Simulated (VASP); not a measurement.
BeSe5:

```
Be Se
1.0
     6.12517    0.00000    0.00000
    -3.06258    5.30455    0.00000
     0.00000    0.00000    5.54883
Be Se
1 5
Direct
  0.00000 0.00000 0.50000
  0.33333 0.66667 0.50000
  0.00000 0.68848 0.00000
  0.68848 0.00000 0.00000
  0.31152 0.31152 0.00000
  0.66667 0.33333 0.50000
```

```yaml
Program: VASP 6.6.1
Task: relaxation of cell and atoms
Functional: PBE
Potentials_or_basis: VASP PAW PBE potentials, release 64 (Be, Se)
Cutoff: 600 eV
k_mesh: 3 × 3 × 4
Occupations: gaussian, width 0.1 eV
Spin: no spin polarisation
```

At the start: pressure -11.1 GPa; volume 30.05 Å³/atom.

Problem. Where does the relaxation end?

Solution. Over 29 steps the energy falls by 977.9 meV/atom and the volume is 20.41 Å³/atom (-32.1 %); space group P-62m (No. 189, to 0.05 Å).

The path:
```csv
step,energy change (eV),largest force (eV/Å),pressure (GPa),volume (Å³)
1,0.0000,0.7253,-11.09,180.29
2,-3.1683,0.6587,-6.61,131.25
3,-3.5645,0.4866,-0.59,116.78
4,-3.5706,0.4489,0.69,114.63
5,-3.7689,0.3508,1.01,113.97
6,-4.0688,0.0711,1.75,112.70
7,-4.7236,0.4809,7.03,109.08
8,-3.7270,2.0082,28.01,97.20
9,-4.9606,1.0343,11.44,106.04
10,-4.9436,1.1886,13.68,104.64
11,-4.7154,1.4231,19.16,101.18
12,-4.9125,1.2799,15.15,103.72
13,-4.9436,1.2538,15.00,103.91
14,-5.0311,1.1969,14.59,104.46
15,-5.1543,1.1448,13.91,105.45
16,-4.9878,1.3255,14.32,107.03
17,-5.1530,1.2179,13.75,106.11
18,-5.2416,1.1249,12.65,107.05
19,-5.4667,0.8689,9.55,109.88
20,-5.7537,0.4567,4.42,115.69
21,-5.8155,0.0354,-2.57,127.91
22,-5.8596,0.1317,-0.41,123.32
23,-5.8602,0.1478,-0.12,122.75
24,-5.8609,0.1407,-0.10,122.71
25,-5.8629,0.1194,-0.06,122.58
26,-5.8651,0.0755,0.03,122.33
27,-5.8653,0.0546,0.08,122.21
28,-5.8660,0.0441,0.02,122.27
29,-5.8674,0.0166,-0.12,122.44
```

Final structure:
```
CELL_PARAMETERS angstrom
6.43265 0.00000 0.00000
-3.21633 5.57084 0.00000
0.00000 0.00000 3.41679
ATOMIC_POSITIONS crystal
Be 0.00000 0.00000 0.50000
Se 0.33333 0.66667 0.50000
Se 0.00000 0.73347 0.00000
Se 0.73347 0.00000 0.00000
Se 0.26653 0.26653 0.00000
Se 0.66667 0.33333 0.50000
```

Caveat: the k points lie up to 0.46 Å⁻¹ apart in the final cell; the volume moved by over 15 % at a fixed basis, so the end points are rough.
